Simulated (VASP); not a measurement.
A run of VASP 6.6.1:

The input POSCAR:

```
Ge
1.0
    2.8375026868     -2.8375026868      0.0000000000
    2.8375026868      0.0000000000     -2.8375026868
    5.8193429410      5.8193429410      5.8193429410
Ge
6
Direct
    0.6666666667      0.6666666667      0.5281991641
    1.0000000000      0.0000000000      0.2031335206
    0.3333333333      0.3333333333      0.8532648076
    0.6666666667      0.6666666667      0.7719983968
    1.0000000000      1.0000000000      0.4469327533
    0.3333333333      0.3333333333      0.1218671098
```

File INCAR.step1:

```
PREC     = Accurate       # precision mode
ENCUT    = 520            # plane-wave cutoff, eV
ISMEAR   = 0              # smearing method
SIGMA    = 0.03           # smearing width, eV
LREAL    = False          # projectors in reciprocal space
LASPH    = True           # aspherical terms in the spheres
NELM     = 60             # most SCF steps
NBANDS   = 51             # bands
GGA      = PE             # functional
ALGO     = Normal         # electronic algorithm
EDIFF    = 1E-4           # SCF threshold, eV
LWAVE    = True           # write WAVECAR
LCHARG   = False          # write CHGCAR
```

INCAR.step2

```
PREC     = Accurate       # precision mode
ENCUT    = 520            # plane-wave cutoff, eV
EDIFF    = 1E-7           # SCF threshold, eV
ISMEAR   = 0              # smearing method
SIGMA    = 0.03           # smearing width, eV
LREAL    = False          # projectors in reciprocal space
LASPH    = True           # aspherical terms in the spheres
NELM     = 60             # most SCF steps
ALGO     = Normal         # electronic algorithm
ISIF     = 2              # what is computed and relaxed
LWAVE    = False          # write WAVECAR
LCHARG   = True           # write CHGCAR
METAGGA  = R2SCAN         # meta-GGA
LMIXTAU  = True         
LELF     = True           # ELF
LVHAR    = True         
NBANDS   = 51             # bands
ISTART   = 1
```

Contents of KPOINTS:

```
regular mesh
0
Gamma
  10 10 4
```

Potentials or basis: VASP PAW PBE potentials, release 64 (Ge_d).

Launch:

```sh
$ cat potpaw_PBE.64/Ge_d/POTCAR > POTCAR
$ cp INCAR.step1 INCAR
$ mpirun -np 1 vasp_std > vasp.out
$ cp INCAR.step2 INCAR
$ mpirun -np 1 vasp_std > vasp.out
```

Hardware: 1 thread of AMD EPYC 7R13, with other jobs on the host.

How long does it take, and how much memory?

Run time: 37 min on 1 thread of AMD EPYC 7R13, with other jobs on the host, peak memory 0.4 GiB. Counts: k points 50.
